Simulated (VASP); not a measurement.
# Be (Im-3m) in VASP: a series of runs

The runs below take Be through single point, relaxation of cell and atoms, with PBEsol, r2SCAN.

Program: VASP 6.6.1. These are calculated values, not measurements. Logs are shortened: lines on timing, memory, paths and dates and some standing lists are left out, and cuts for length are marked.

### Step 1. The cell of the first run

The structure is cubic, space group Im-3m (No. 229). The conventional cell has a = 2.493 Å, b = 2.493 Å, c = 2.493 Å, α = 90.00°, β = 90.00°, γ = 90.00°. Within 2.9 Å of Be (site symmetry m-3m) lie 14 Be at 2.16 to 2.49 Å.

### Step 2. Single point, PBEsol

Contents of INCAR:

```
SYSTEM = Be
PREC = Accurate ; ENCUT = 520
EDIFF = 1E-6 ; ISMEAR = 0
SIGMA = 0.15 ; LREAL = .FALSE.
LASPH = .TRUE. ; NELM = 60
ALGO = Fast ; ISIF = 2
LWAVE = .FALSE. ; LCHARG = .TRUE.
GGA = PS ; LELF = .TRUE.
LVHAR = .TRUE. ; NBANDS = 7
```

Contents of KPOINTS:

```
Automatic mesh
0
G
  18 18 18
  0 0 0
```

Contents of POSCAR:

```
Be
1.0
   -1.2464130335      1.2464130335      1.2464130335
    1.2464130335     -1.2464130335      1.2464130335
    1.2464130335      1.2464130335     -1.2464130335
Be
1
Direct
    0.0000000000      0.0000000000      0.0000000000
```

Potentials or basis: VASP PAW PBE potentials, release 64 (Be).

Started as:

```bash
cat potpaw_PBE.64/Be/POTCAR > POTCAR
mpirun -np 1 vasp_std > vasp.out
```

OUTCAR:

```text
SYSTEM = Be
   PREC = Accurate
   ENCUT = 520
   EDIFF = 1E-6
   ISMEAR = 0
   LREAL = .FALSE.
   LASPH = .TRUE.
   NELM = 60
   ISIF = 2
   GGA = PS

 ion  position               nearest neighbor table
   1  0.000  0.000  0.000-

  LATTYP: Found a body centered cubic cell.
 ALAT       =     2.4928260670

  Lattice vectors:

 A1 = (  -1.2464130335,   1.2464130335,   1.2464130335)
 A2 = (   1.2464130335,  -1.2464130335,   1.2464130335)
 A3 = (   1.2464130335,   1.2464130335,  -1.2464130335)

Analysis of symmetry for initial positions (statically):
=====================================================================
 Subroutine PRICEL returns:
 Original cell was already a primitive cell.

 Routine SETGRP: Setting up the symmetry group for a
 body centered cubic supercell.

 Subroutine GETGRP returns: Found 48 space group operations
 (whereof 48 operations were pure point group operations)
 out of a pool of 48 trial point group operations.

The static configuration has the point symmetry O_h .

Analysis of symmetry for dynamics (positions and initial velocities):
=====================================================================
 Subroutine PRICEL returns:
 Original cell was already a primitive cell.

 Routine SETGRP: Setting up the symmetry group for a
 body centered cubic supercell.

 Subroutine GETGRP returns: Found 48 space group operations
 (whereof 48 operations were pure point group operations)
 out of a pool of 48 trial point group operations.

The dynamic configuration has the point symmetry O_h .

 Subroutine INISYM returns: Found 48 space group operations
 (whereof 48 operations are pure point group operations),
 and found     1 'primitive' translations

----------------------------------------------------------------------------------------

                                     Primitive cell

  volume of cell :       7.7454

  direct lattice vectors                    reciprocal lattice vectors
    -1.246413034  1.246413034  1.246413034     0.000000000  0.401151133  0.401151133
     1.246413034 -1.246413034  1.246413034     0.401151133  0.000000000  0.401151133
     1.246413034  1.246413034 -1.246413034     0.401151133  0.401151133  0.000000000

  length of vectors
     2.158850701  2.158850701  2.158850701     0.567313372  0.567313372  0.567313372

  position of ions in fractional coordinates (direct lattice)
     0.000000000  0.000000000  0.000000000

  ion indices of the primitive-cell ions
   primitive index   ion index
                 1           1

----------------------------------------------------------------------------------------

 KPOINTS: Automatic mesh

Automatic generation of k-mesh.
 Grid dimensions read from file:
 generate k-points for:   18   18   18

 Generating k-lattice:

  Cartesian coordinates                     Fractional coordinates (reciprocal lattice)
     0.000000000  0.022286174  0.022286174     0.055555556  0.000000000  0.000000000
     0.022286174  0.000000000  0.022286174     0.000000000  0.055555556  0.000000000
     0.022286174  0.022286174  0.000000000     0.000000000  0.000000000  0.055555556

  Length of vectors
     0.031517410  0.031517410  0.031517410

  Shift w.r.t. Gamma in fractional coordinates (k-lattice)
     0.000000000  0.000000000  0.000000000

 Subroutine IBZKPT returns following result:
 ===========================================

 Found    195 irreducible k-points:

 Following reciprocal coordinates:
            Coordinates               Weight
  0.000000  0.000000  0.000000      1.000000
  0.055556  0.000000  0.000000     12.000000
  0.111111  0.000000  0.000000     12.000000
  0.166667  0.000000  0.000000     12.000000
  0.222222  0.000000  0.000000     12.000000
  0.277778  0.000000  0.000000     12.000000
[... 16 lines left out ...]
  0.333333  0.111111  0.000000     48.000000
  0.388889  0.111111  0.000000     48.000000
 [... further k-points ...]
   k-points           NKPTS =    195   k-points in BZ     NKDIM =    195   number of bands    NBANDS=      7
   number of dos      NEDOS =    301   number of ions     NIONS =      1
   total plane-waves  NPLWV =   4096
   dimension x,y,z NGX =    16 NGY =   16 NGZ =   16
   dimension x,y,z NGXF=    32 NGYF=   32 NGZF=   32
   ions per type =               1
   NGX,Y,Z   is equivalent  to a cutoff of  12.32, 12.32, 12.32 a.u.
   NGXF,Y,Z  is equivalent  to a cutoff of  24.64, 24.64, 24.64 a.u.
 SYSTEM =  Be
   PREC   = accura    normal or accurate (medium, high low for compatibility)
   ISTART =      0    job   : 0-new  1-cont  2-samecut
   ICHARG =      2    charge: 1-file 2-atom 10-const
   ISPIN  =      1    spin polarized calculation?
   LNONCOLLINEAR =      F non collinear calculations
   LSORBIT =      F    spin-orbit coupling
   LASPH  =      T    aspherical Exc in radial PAW
   ENCUT  =  520.0 eV  38.22 Ry    6.18 a.u.   4.01  4.01  4.01*2*pi/ulx,y,z
   NELM   =     60;   NELMIN=  2; NELMDL= -5     # of ELM steps
   EDIFF  = 0.1E-05   stopping-criterion for ELM
   LREAL  =      F    real-space projection
   EDIFFG = 0.1E-04   stopping-criterion for IOM
   NSW    =      0    number of steps for IOM
   IBRION =     -1    ionic relax: 0-MD 1-quasi-New 2-CG
   NFREE  =      0    steps in history (QN), initial steepest desc. (CG)
   ISIF   =      2    stress and relaxation
   ISYM   =      2    0-nonsym 1-usesym 2-fastsym
   POTIM  = 0.5000    time-step for ionic-motion
   TEBEG  =    0.0;   TEEND  =   0.0 temperature during run
   PSTRESS=    0.0 pullay stress
   NELECT =       2.0000    total number of electrons
   NUPDOWN=      -1.0000    fix difference up-down
   EMIN   =  10.00;   EMAX   =-10.00  energy-range for DOS
   EFERMI =   0.00;   METHOD = LEGACY
   ISMEAR =     0;   SIGMA  =   0.15  broadening in eV -4-tet -1-fermi 0-gaus
   EFERMI_NEDOS =   21; number of points for ismear=-14 and -15
   IALGO  =     68    algorithm
   IMIX   =      4    mixing-type and parameters
     AMIX     =   0.40;   BMIX     =  1.00
     AMIX_MAG =   1.60;   BMIX_MAG =  1.00
  volume/ion in A,a.u.               =       7.75        52.27
  Fermi-wavevector in a.u.,A,eV,Ry     =   1.042484  1.970010 14.786451  1.086773
  Thomas-Fermi vector in A             =   2.177152
   LORBIT       =      0    0 simple, 1 ext, 2 COOP (PROOUT), +10 PAW based schemes
   GGA     = PS    functional components
   LHFCALC =     F    Hartree Fock is set to
   AEXX    =    0.0000 exact exchange contribution
   IVDW    =     0    specifies the selected vdW correction
   LEPSILON=     F    determine dielectric tensor
   LRPA    =     F    only Hartree local field effects (RPA)
 non-spin polarized calculation
 RMM-DIIS sequential band-by-band and
 Gauss-broadening in eV      SIGMA  =   0.15
  energy-cutoff  :      520.00
  volume of cell :        7.75
 maximum number of plane-waves:       236
   NGX =  7   NGY =  7   NGZ =  7

 number of electron       2.0000000 magnetization

 Free energy of the ion-electron system (eV)
  ---------------------------------------------------
  ext. energy  EPLUGINS =         0.00000000
  ---------------------------------------------------
  free energy    TOTEN  =        -3.90062021 eV

  energy without entropy =       -3.89887056  energy(sigma->0) =       -3.89974538

 E-fermi :   8.0706     XC(G=0): -10.6811

 val. band max:        7.9779701800   @ k =   0.2778   0.2778   0.1111
 cond. band min:       8.0727403140   @ k =  -0.3889  -0.3889   0.0556
 fundamental gap:      0.0947701340
 Fermi energy:         8.0705614442

 k-point     1 :       0.0000    0.0000    0.0000
  band No.  band energies     occupation
      1      -4.2719      2.00000
      2      27.6554      0.00000
      3      27.6554      0.00000
      4      27.6554      0.00000
      5      39.0776      0.00000
      6      39.0776      0.00000
      7      39.0776      0.00000

 k-point     2 :       0.0556    0.0000    0.0000
  band No.  band energies     occupation
      1      -4.1632      2.00000
      2      27.1117      0.00000
      3      27.2100      0.00000
      4      27.5254      0.00000
      5      37.6031      0.00000
      6      37.7664      0.00000
      7      39.8111      0.00000

 k-point     3 :       0.1111    0.0000    0.0000
  band No.  band energies     occupation
      1      -3.8371      2.00000
      2      25.4444      0.00000
      3      26.1371      0.00000
      4      27.1474      0.00000
      5      35.4216      0.00000
      6      35.7654      0.00000
      7      39.5499      0.00000

 k-point     4 :       0.1667    0.0000    0.0000
  band No.  band energies     occupation
      1      -3.2935      2.00000
      2      22.8563      0.00000
      3      24.8504      0.00000
      4      26.5691      0.00000
      5      33.9114      0.00000
      6      34.2189      0.00000
      7      39.2376      0.00000

 k-point     5 :       0.2222    0.0000    0.0000
  band No.  band energies     occupation
      1      -2.5336      2.00000
      2      19.8479      0.00000
      3      23.5988      0.00000
      4      25.8789      0.00000
      5      32.3121      0.00000
      6      33.7575      0.00000
      7      39.4939      0.00000

 k-point     6 :       0.2778    0.0000    0.0000
  band No.  band energies     occupation
      1      -1.5635      2.00000
      2      16.8047      0.00000
      3      22.5010      0.00000
      4      25.1799      0.00000
      5      30.9929      0.00000
      6      33.7268      0.00000
      7      40.2305      0.00000

 k-point     7 :       0.3333    0.0000    0.0000
  band No.  band energies     occupation
      1      -0.4019      2.00000
      2      13.9330      0.00000
      3      21.6140      0.00000
      4      24.5600      0.00000
      5      29.9627      0.00000
      6      33.9368      0.00000
      7      41.3440      0.00000

 k-point     8 :       0.3889    0.0000    0.0000
  band No.  band energies     occupation
      1       0.8945      2.00000
      2      11.3765      0.00000
      3      20.9663      0.00000
      4      24.0805      0.00000
      5      29.2252      0.00000
      6      34.2451      0.00000
      7      42.7009      0.00000

 k-point     9 :       0.4444    0.0000    0.0000
  band No.  band energies     occupation
      1       2.1397      2.00000
      2       9.3626      0.00000
      3      20.5729      0.00000
      4      23.7795      0.00000
      5      28.7821      0.00000
      6      34.5139      0.00000
      7      44.0320      0.00000

 k-point    10 :       0.5000    0.0000    0.0000
  band No.  band energies     occupation
      1       2.7542      2.00000
      2       8.4900      0.00008
      3      20.4411      0.00000
      4      23.6771      0.00000
      5      28.6343      0.00000
      6      34.6209      0.00000
      7      44.6777      0.00000

 k-point    11 :       0.0556    0.0556    0.0000
  band No.  band energies     occupation
      1      -3.9458      2.00000
      2      26.1111      0.00000
      3      26.4669      0.00000
      4      27.1144      0.00000
      5      35.9505      0.00000
      6      36.3508      0.00000
      7      39.4659      0.00000
[... 51 lines left out ...]
 k-point    17 :       0.3889    0.0556    0.0000
  band No.  band energies     occupation
      1       1.6412      2.00000
      2      10.3039      0.00000
      3      20.3752      0.00000
      4      23.0856      0.00000
      5      30.1616      0.00000
      6      34.5184      0.00000
      7      43.3875      0.00000

 k-point    18 :       0.4444    0.0556    0.0000
  band No.  band energies     occupation
      1       2.6897      2.00000
      2       8.7411      0.00000
      3      20.1186      0.00000
      4      22.8628      0.00000
      5      29.8977      0.00000
      6      34.7462      0.00000
      7      44.5442      0.00000

 k-point    19 :       0.1111    0.1111    0.0000
  band No.  band energies     occupation
      1      -2.9664      2.00000
      2      22.7204      0.00000
      3      23.0166      0.00000
      4      25.5101      0.00000
      5      33.8941      0.00000
      6      34.4898      0.00000
      7      39.3442      0.00000

 k-point    20 :       0.1667    0.1111    0.0000
  band No.  band energies     occupation
      1      -2.2047      2.00000
      2      19.8943      0.00000
      3      21.7437      0.00000
      4      24.5615      0.00000
      5      33.6831      0.00000
      6      34.0777      0.00000
      7      39.7776      0.00000

 k-point    21 :       0.2222    0.1111    0.0000
  band No.  band energies     occupation
      1      -1.2303      2.00000
      2      16.8966      0.00000
      3      20.7024      0.00000
      4      23.6859      0.00000
      5      33.4980      0.00000
      6      33.8654      0.00000
      7      40.5358      0.00000

 k-point    22 :       0.2778    0.1111    0.0000
  band No.  band energies     occupation
      1      -0.0597      2.00000
      2      14.0410      0.00000
      3      19.8672      0.00000
      4      22.9459      0.00000
      5      32.9590      0.00000
      6      34.2272      0.00000
      7      41.5635      0.00000

 k-point    23 :       0.3333    0.1111    0.0000
  band No.  band energies     occupation
      1       1.2559      2.00000
      2      11.4795      0.00000
      3      19.2585      0.00000
      4      22.3894      0.00000
      5      32.5006      0.00000
      6      34.7132      0.00000
      7      42.7564      0.00000

 k-point    24 :       0.3889    0.1111    0.0000
  band No.  band energies     occupation
      1       2.5395      2.00000
      2       9.4347      0.00000
      3      18.8889      0.00000
      4      22.0455      0.00000
      5      32.2029      0.00000
      6      35.1397      0.00000
      7      43.9853      0.00000

 [... further k-points ...]
[... 5 lines left out ...]
  --------------------------------------------------------------------------------------
  -------------------------------------------------------------------------------------
  Total        0.0170582      0.0170582      0.0170582      0.0000000      0.0000000     -0.0000000
  in kB        3.5285695      3.5285695      3.5285695      0.0000000      0.0000000     -0.0000000
  external PRESSURE =       3.5285695 kB  Pullay stress =       0.0000000 kB

 VOLUME and BASIS-vectors are now :
 -----------------------------------------------------------------------------
  energy-cutoff  :      520.00
  volume of cell :        7.75
      direct lattice vectors                 reciprocal lattice vectors
    -1.246413034  1.246413034  1.246413034     0.000000000  0.401151133  0.401151133
     1.246413034 -1.246413034  1.246413034     0.401151133  0.000000000  0.401151133
     1.246413034  1.246413034 -1.246413034     0.401151133  0.401151133  0.000000000

 POSITION                                       TOTAL-FORCE (eV/Angst)
 -----------------------------------------------------------------------------------
      0.00000      0.00000      0.00000        -0.000000      0.000000      0.000000
 -----------------------------------------------------------------------------------
    total drift:                               -0.000000     -0.000000     -0.000000

  FREE ENERGIE OF THE ION-ELECTRON SYSTEM (eV)
  ---------------------------------------------------
  free  energy   TOTEN  =        -3.9006202089 eV

  energy  without entropy=       -3.8988705557  energy(sigma->0) =       -3.89974538
```

Run time: 3.9 s. Hardware: 1 thread of Intel Xeon Platinum 8259CL at 2.50GHz (Skylake/Cascade Lake), shared host; peak memory 0.12 GiB.

What came out:

| Item | Value |
| --- | --- |
| Free energy | -3.9006 eV |
| Pressure | 0.4 GPa |
| Band gap on the k mesh | zero (band 1 reaches 12.05 eV, above the bottom of band 2 at 6.66 eV) |

Levels at points of the mesh, in eV from the Fermi level:
| k point | band 1 | band 2 | band 3 | band 4 | band 5 |
| --- | --- | --- | --- | --- | --- |
| (0.00, 0.00, 0.00) | -12.34 | 19.58 | 19.58 | 19.58 | 31.01 |
| (0.50, 0.00, 0.00) | -5.32 | 0.42 | 12.37 | 15.61 | 20.56 |
| (0.50, 0.50, 0.50) | 3.98 | 3.98 | 3.98 | 9.86 | 9.86 |

Caveat: the PAW data sets were made with another functional, which shifts forces and pressure a little.

### Step 3. Single point, PBEsol

Contents of INCAR:

```
PREC = Accurate
ENCUT = 520
EDIFF = 1E-7
ISMEAR = 0
SIGMA = 0.1
LREAL = False
LASPH = True
NELM = 100
ALGO = Normal
ISIF = 2
LWAVE = False
LCHARG = False
GGA = PS
NBANDS = 7
```

Contents of KPOINTS:

```
regular mesh
0
Gamma
  24 24 24
```

POSCAR is that of step 2.

Potentials or basis: VASP PAW PBE potentials, release 64 (Be).

Started as:

```bash
cat potpaw_PBE.64/Be/POTCAR > POTCAR
mpirun -np 1 vasp_std > vasp.out
```

It took 15 s on 1 thread of AMD EPYC 7R43 (Zen 3), shared host; peak memory 0.09 GiB.

The run converged. Its results:

```yaml
Free_energy: -3.8999 eV
Pressure: 0.4 GPa
Band_gap_on_the_k_mesh: zero (band 1 reaches 12.05 eV, above the bottom of band 2 at 6.66 eV)
```

Levels at points of the mesh, in eV from the Fermi level:
```tsv
k point	band 1	band 2	band 3	band 4	band 5
(0.00, 0.00, 0.00)	-12.42	19.51	19.51	19.51	30.93
(0.50, 0.00, 0.00)	-5.39	0.34	12.29	15.53	20.49
(0.50, 0.50, 0.50)	3.90	3.90	3.90	9.79	9.79
```

Caveat: the PAW data sets were made with another functional, which shifts forces and pressure a little.

[end of part 1 of 2]
